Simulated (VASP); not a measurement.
# ZrC (P6_3/mmc) in VASP: a series of runs, part 4 of 4

VASP 6.6.1. Earlier steps stand in the parts before.

### 6 Single point, PBEsol+U

This run uses another cell than the first one, of 13.17 Å³/atom, 0.961 times its volume.

Contents of INCAR:

```
SYSTEM = ZrC
PREC = Accurate ; ENCUT = 520
EDIFF = 1E-7 ; ISMEAR = -1
SIGMA = 0.05 ; LREAL = .FALSE.
LASPH = .TRUE. ; NELM = 150
ALGO = Normal ; ISIF = 2
LWAVE = .FALSE. ; LCHARG = .FALSE.
LMAXMIX = 4 ; LDAU = .TRUE.
LDAUTYPE = 2 ; LDAUL = 2 -1
LDAUU = 5 0 ; LDAUJ = 0 0
LDAUPRINT = 1 ; GGA = PS
NBANDS = 24
```

Contents of KPOINTS:

```
Automatic mesh
0
G
  9 9 5
  0 0 0
```

Contents of POSCAR:

```
ZrC
1.0
    3.3914762718      0.0000000000      0.0000000000
   -1.6957381359      2.9371046077      0.0000000000
    0.0000000000      0.0000000000      5.2900530000
Zr C
2 2
Direct
    0.6666666667      0.3333333333      0.7500000000
    0.3333333333      0.6666666667      0.2500000000
    0.0000000000      0.0000000000      0.5000000000
    0.0000000000      0.0000000000      0.0000000000
```

Potentials or basis: VASP PAW PBE potentials, release 64 (Zr_sv, C).

Run with:

```console
cat potpaw_PBE.64/Zr_sv/POTCAR potpaw_PBE.64/C/POTCAR > POTCAR
mpirun -np 1 vasp_std > vasp.out
```

OUTCAR:

```text
SYSTEM = ZrC
   PREC = Accurate
   ENCUT = 520
   EDIFF = 1E-7
   ISMEAR = -1
   LREAL = .FALSE.
   LASPH = .TRUE.
   NELM = 150
   ISIF = 2
   GGA = PS

 ion  position               nearest neighbor table
   1  0.667  0.333  0.750-   3 2.36   4 2.36   3 2.36   4 2.36   3 2.36   4 2.36   2 3.29   2 3.29
                             2 3.29   2 3.29   2 3.29   2 3.29
   2  0.333  0.667  0.250-   3 2.36   4 2.36   3 2.36   4 2.36   3 2.36   4 2.36   1 3.29   1 3.29
                             1 3.29   1 3.29   1 3.29   1 3.29
   3  0.000  0.000  0.500-   1 2.36   2 2.36   2 2.36   1 2.36   1 2.36   2 2.36
   4  0.000  0.000  0.000-   1 2.36   2 2.36   2 2.36   1 2.36   1 2.36   2 2.36

  LATTYP: Found a hexagonal cell.
 ALAT       =     3.3914762718
 C/A-ratio  =     1.5598083478

  Lattice vectors:

 A1 = (   3.3914762718,   0.0000000000,   0.0000000000)
 A2 = (  -1.6957381359,   2.9371046077,   0.0000000000)
 A3 = (   0.0000000000,   0.0000000000,   5.2900530000)

Analysis of symmetry for initial positions (statically):
=====================================================================
 Subroutine PRICEL returns:
 Original cell was already a primitive cell.

 Routine SETGRP: Setting up the symmetry group for a
 hexagonal supercell.

[... 238 lines left out ...]
  free energy    TOTEN  =       -33.85853676 eV

  energy without entropy =      -33.85397797  energy(sigma->0) =      -33.85625736

 E-fermi :  10.3828     XC(G=0): -12.2170

 val. band max:       10.3286144472   @ k =   0.0000   0.0000   0.2000
 cond. band min:      10.5046746053   @ k =   0.1111   0.1111   0.2000
 fundamental gap:      0.1760601581
 Fermi energy:        10.3828455463

 k-point     1 :       0.0000    0.0000    0.0000
  band No.  band energies     occupation
      1     -39.1319      2.00000
      2     -39.0214      2.00000
      3     -17.6397      2.00000
      4     -16.9700      2.00000
      5     -16.9700      2.00000
      6     -16.8723      2.00000
[... 637 lines left out ...]
     23      17.7523      0.00000
     24      17.7523      0.00000

 [... further k-points ...]
[... 5 lines left out ...]
  --------------------------------------------------------------------------------------
  -------------------------------------------------------------------------------------
  Total        1.5835223      1.5835223      3.1269413      0.0000000      0.0000000      0.0000000
  in kB       48.1467017     48.1467017     95.0740720      0.0000000      0.0000000      0.0000000
  external PRESSURE =      63.7891585 kB  Pullay stress =       0.0000000 kB

 VOLUME and BASIS-vectors are now :
 -----------------------------------------------------------------------------
  energy-cutoff  :      520.00
  volume of cell :       52.69
      direct lattice vectors                 reciprocal lattice vectors
     3.391476272  0.000000000  0.000000000     0.294856847  0.170235680  0.000000000
    -1.695738136  2.937104608  0.000000000     0.000000000  0.340471360  0.000000000
     0.000000000  0.000000000  5.290053000     0.000000000  0.000000000  0.189034023

 POSITION                                       TOTAL-FORCE (eV/Angst)
 -----------------------------------------------------------------------------------
      1.69574      0.97903      3.96754        -0.000000      0.000000      0.000000
     -0.00000      1.95807      1.32251         0.000000     -0.000000      0.000000
      0.00000      0.00000      2.64503        -0.000000     -0.000000     -0.000000
      0.00000      0.00000      0.00000        -0.000000     -0.000000     -0.000000
 -----------------------------------------------------------------------------------
    total drift:                               -0.000000      0.000000     -0.000000

  FREE ENERGIE OF THE ION-ELECTRON SYSTEM (eV)
  ---------------------------------------------------
  free  energy   TOTEN  =       -33.8585367552 eV

  energy  without entropy=      -33.8539779694  energy(sigma->0) =      -33.85625736
```

OSZICAR:

```text
N       E                     dE             d eps       ncg     rms          rms(c)
DAV:   1     0.257555399916E+03    0.25756E+03   -0.17038E+04  1728   0.134E+03
DAV:   2    -0.203778561208E+02   -0.27793E+03   -0.26306E+03  2064   0.374E+02
DAV:   3    -0.414501878352E+02   -0.21072E+02   -0.20807E+02  3192   0.823E+01
DAV:   4    -0.420574599193E+02   -0.60727E+00   -0.60682E+00  2096   0.138E+01
DAV:   5    -0.420785424057E+02   -0.21082E-01   -0.21082E-01  2784   0.177E+00    0.259E+01
DAV:   6    -0.343006826758E+02    0.77779E+01   -0.37609E+01  2048   0.311E+01    0.100E+01
DAV:   7    -0.339370606877E+02    0.36362E+00   -0.30796E+00  2536   0.821E+00    0.624E+00
DAV:   8    -0.338870629156E+02    0.49998E-01   -0.61257E-01  2016   0.408E+00    0.106E+00
DAV:   9    -0.338583139391E+02    0.28749E-01   -0.15042E-01  2264   0.171E+00    0.500E-01
DAV:  10    -0.338589759500E+02   -0.66201E-03   -0.94894E-03  2176   0.712E-01    0.201E-01
DAV:  11    -0.338585357496E+02    0.44020E-03   -0.20099E-03  2376   0.236E-01    0.207E-02
DAV:  12    -0.338585384572E+02   -0.27076E-05   -0.64512E-05  2136   0.521E-02    0.180E-02
DAV:  13    -0.338585373888E+02    0.10685E-05   -0.28643E-06  2416   0.101E-02    0.542E-03
DAV:  14    -0.338585367636E+02    0.62518E-06   -0.14881E-06  1840   0.579E-03    0.146E-03
DAV:  15    -0.338585367552E+02    0.83487E-08   -0.33146E-08  1448   0.145E-03
   1 F= -.33858537E+02 E0= -.33856257E+02  d E =-.455879E-02
```

stdout:

```text
POSCAR found type information on POSCAR ZrC
 POSCAR found :  2 types and       4 ions
 scaLAPACK will be used
 -----------------------------------------------------------------------------
|                                                                             |
|                                                                             |
|     You enforced a specific xc type in the INCAR file but a different       |
|     I HOPE YOU KNOW WHAT YOU ARE DOING!                                     |
|                                                                             |
 -----------------------------------------------------------------------------

 LDA part: xc-table for (Slater+PW92), standard interpolation
 POSCAR, INCAR and KPOINTS ok, starting setup
 FFT: planning ... GRIDC
 FFT: planning ... GRID_SOFT
 FFT: planning ... GRID
 WAVECAR not read
 entering main loop
```

It took 50 s on 1 thread of Intel Xeon 6975P-C, shared host; peak memory 0.19 GiB.

Results:

* Free energy: -33.8585 eV
* Pressure: 6.4 GPa
* Band gap on the k mesh: zero (band 16 reaches 11.57 eV, above the bottom of band 17 at 10.30 eV)

Eigenvalues of the final occupation matrices:
| site | spin | trace | eigenvalues |
| --- | --- | --- | --- |
| site 1 d | 1 | 0.73 | 0.11 0.14 0.14 0.17 0.17 |
| site 1 d | 2 | 0.73 | 0.11 0.14 0.14 0.17 0.17 |
| site 2 d | 1 | 0.73 | 0.11 0.14 0.14 0.17 0.17 |
| site 2 d | 2 | 0.73 | 0.11 0.14 0.14 0.17 0.17 |

Caveat: the PAW data sets were made with another functional, which shifts forces and pressure a little; U without spin polarisation on a metal has little footing; the U is typed as a test and isn't derived for this compound.

### 7 Overview

| level | U | cell | gap on the mesh (eV) | pressure (GPa) |
| --- | --- | --- | --- | --- |
| PBEsol | - | a = 3.459, b = 3.459, c = 5.290 Å, angles 90.0, 90.0, 120.0°, 4 atoms | none | -15.0 |
| PBEsol | - | a = 3.527, b = 3.527, c = 5.290 Å, angles 90.0, 90.0, 120.0°, 4 atoms | none | -21.1 |
| PBEsol+U | Zr d U = 2.0 eV | a = 3.391, b = 3.391, c = 5.290 Å, angles 90.0, 90.0, 120.0°, 4 atoms | none | -2.1 |
| PBEsol+U | Zr d U = 3.0 eV | a = 3.391, b = 3.391, c = 5.290 Å, angles 90.0, 90.0, 120.0°, 4 atoms | none | 0.7 |
| PBEsol+U | Zr d U = 5.0 eV | a = 3.391, b = 3.391, c = 5.290 Å, angles 90.0, 90.0, 120.0°, 4 atoms | none | 6.4 |

Alike in all rows: task single point; potentials or basis VASP PAW PBE potentials, release 64 (Zr_sv, C); no spin polarisation; k mesh 9 × 9 × 5; cutoff (eV) 520; smearing fermi-dirac 0.05 eV.

Caveats: the PAW data sets were made with another functional, which shifts forces and pressure a little; U without spin polarisation on a metal has little footing (some runs); the U is typed as a test and isn't derived for this compound (some runs).

Total energies depend on the potentials used, so only differences within one code and one set of settings carry meaning.
